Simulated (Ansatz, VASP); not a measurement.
Al3N: VASP beside Ansatz

Contents of INCAR:

```
SYSTEM = Al3N
PREC     = Accurate       ! precision mode
ENCUT    = 520            ! plane-wave cutoff, eV
EDIFF    = 1E-6           ! SCF threshold, eV
ISMEAR   = 0              ! smearing method
SIGMA    = 0.1            ! smearing width, eV
LREAL    = .FALSE.        ! projectors in reciprocal space
LASPH    = .TRUE.         ! aspherical terms in the spheres
NELM     = 150            ! most SCF steps
ALGO     = Normal         ! electronic algorithm
ISIF     = 2              ! what is computed and relaxed
LWAVE    = .FALSE.        ! write WAVECAR
LCHARG   = .TRUE.         ! write CHGCAR
ISPIN    = 2              ! spin polarisation
MAGMOM   = 0 0 0 3        ! initial moments
LORBIT   = 11             ! projections on sites
LDIPOL   = .TRUE.       
IDIPOL   = 3            
DIPOL    = 0.5 0.5 0.342
GGA      = PE             ! functional
LELF     = .TRUE.         ! ELF
LVHAR    = .TRUE.       
LVACPOTAV= .TRUE.       
NBANDS   = 19             ! bands
```

Contents of KPOINTS:

```
Automatic mesh
0
G
  9 9 1
  0 0 0
```

File POSCAR:

```
Al3N
1.0
    2.8567582919      0.0000000000      0.0000000000
   -1.4283791460      2.4740252533      0.0000000000
    0.0000000000      0.0000000000     21.6013781961
Al N
3 1
Direct
    0.6666666667      0.3333333333      0.1851733701
    0.3333333333      0.6666666667      0.2916813827
    0.0000000000      0.0000000000      0.3981865471
    0.3333333333      0.0000000000      0.4940137661
```

Input for Ansatz:

```yaml
crystal:
  lattice:
    - [2.8567582919, 0.0, 0.0]
    - [-1.428379146, 2.4740252533, 0.0]
    - [0.0, 0.0, 21.6013781961]
  atoms:
    - { symbol: Al, position: [0.6666666667, 0.3333333333, 0.1851733701] }
    - { symbol: Al, position: [0.3333333333, 0.6666666667, 0.2916813827] }
    - { symbol: Al, position: [0.0, 0.0, 0.3981865471] }
    - { symbol: "N", position: [0.3333333333, 0.0, 0.4940137661], spin: 3.0 }
basis:
  ecutwfc: 420
kpoints:
  mp_grid: { grid: [9, 9, 1] }
hamiltonian:
  xc: pbe
  pseudopotentials: { kind: paw, azcp: { folder: soft_1 } }
scf:
  occupations: { method: gaussian, width: 0.1 }
output:
  forces: true
  eigenvalues: true
  populations: true
magnetization:
  spin_polarized: true
efield:
  axis: 3
  dipole_correction: true
  ramp_width: 0.04
```

Alike in both runs: task single point; functional PBE; k mesh 9 × 9 × 1; occupations gaussian, width 0.1 eV; collinear spin.

|  | VASP | Ansatz |
| --- | --- | --- |
| version | VASP 6.6.1 | Ansatz 0.2.0 |
| potentials or method | VASP PAW PBE potentials, release 64 (Al, N), cutoff 520 eV | scalar-relativistic, plane waves, PAW |
| valence electrons in the cell | 14 | 14 |

|  | VASP | Ansatz | Ansatz less VASP |
| --- | --- | --- | --- |
| gap on the k mesh at the Fermi level (eV) | none | none | - |
| rms of the force components (eV/Å) | 0.949 | 0.953 | +0.0038 |
| net moment per atom (μB) | 0.45 | 0.45 | -0.002 |
| size of the moment on the site where the two differ most (μB) | 1.25 | 1.52 | +0.271 |
| work function, face that differs most (eV) | 7.30 | 7.31 | +0.002 |

Site moments also hang on the region over which each program counts them. Atom by atom the forces differ by 0.004 eV/Å (rms over components). A gap of «none» marks a metal or a gap that the smearing closes.
